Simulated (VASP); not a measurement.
Here is a VASP 6.6.1 calculation.

File INCAR:

```
SYSTEM = CdTe
PREC = Accurate
ENCUT = 520
EDIFF = 1E-8
ISMEAR = -1
SIGMA = 0.05
LREAL = .FALSE.
LASPH = .TRUE.
NELM = 100
ALGO = Normal
ISIF = 2
LWAVE = .FALSE.
LCHARG = .FALSE.
GGA = PE
LEFG = .TRUE.
NBANDS = 26
```

File KPOINTS:

```
Automatic mesh
0
G
  9 9 6
  0 0 0
```

Contents of POSCAR:

```
CdTe
1.0
    3.0652910000     -3.0946090000      0.0000000000
    3.0652910000      3.0946090000      0.0000000000
    0.0000000000      0.0000000000      6.0906520000
Cd Te
2 2
Direct
    0.2770300000      0.7229700000      0.7500000000
    0.7229700000      0.2770300000      0.2500000000
    0.7661370000      0.2338630000      0.7500000000
    0.2338630000      0.7661370000      0.2500000000
```

Potentials or basis: VASP PAW PBE potentials, release 64 (Cd, Te).

Command:

```console
$ cat potpaw_PBE.64/Cd/POTCAR potpaw_PBE.64/Te/POTCAR > POTCAR
$ mpirun -np 1 vasp_std > vasp.out
```

Question: Estimate the band gap on the k mesh.

Answer: Zero (band 18 reaches 3.85 eV, above the bottom of band 19 at 2.69 eV).

Question: What does it give for the pressure?

Answer: -0.1 GPa.

Question: Predict the largest force.

Answer: 0.043 eV/Å.

Forces on the atoms (eV/Å):
```
Cd   0.000  0.043  0.000
Cd   0.000 -0.043  0.000
Te   0.000  0.031  0.000
Te   0.000 -0.031  0.000
```

Caveat: without QUAD_EFG the Cq values of the log hold for a quadrupole moment of 1 mb, not for the nuclei; spin-orbit coupling is left out, which moves the levels of the heavy elements.
